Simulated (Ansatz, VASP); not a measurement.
Two plane-wave programs on ScInTeSe

```
CELL_PARAMETERS angstrom
4.19824 0.00000 0.00000
0.00000 4.19824 0.00000
0.00000 0.00000 5.99828
ATOMIC_POSITIONS crystal
Sc 0.00000 0.00000 0.50000
In 0.50000 0.50000 0.00000
Te 0.00000 0.00000 0.00000
Se 0.50000 0.50000 0.50000
```

Alike in both runs: functional PBE; k mesh 3 × 3 × 3; occupations gaussian, width 0.15 eV; no spin polarisation.

Ansatz relaxed the structure, and its values are those at the end. VASP's run is a single point on that final structure, the one shown.

```csv
,VASP,Ansatz
version,VASP 6.6.1,Ansatz 0.2.0
potentials or method,"VASP PAW PBE potentials, release 64 (Sc_sv, In_d, Te, Se), cutoff 500 eV","scalar-relativistic, plane waves, PAW"
valence electrons in the cell,36,56
```

```tsv
	VASP	Ansatz	Ansatz less VASP
gap on the k mesh at the Fermi level (eV)	none	none	-
pressure (GPa)	-0.1	-0.1	-0.05
```

A gap of «none» marks a metal or a gap that the smearing closes. VASP's potentials hold 36 valence electrons a cell and Ansatz's 56, so a difference there can come from the potentials and not from the codes.

The k mesh is coarse, so the values compare programs but aren't converged. Spin-orbit coupling is off throughout.
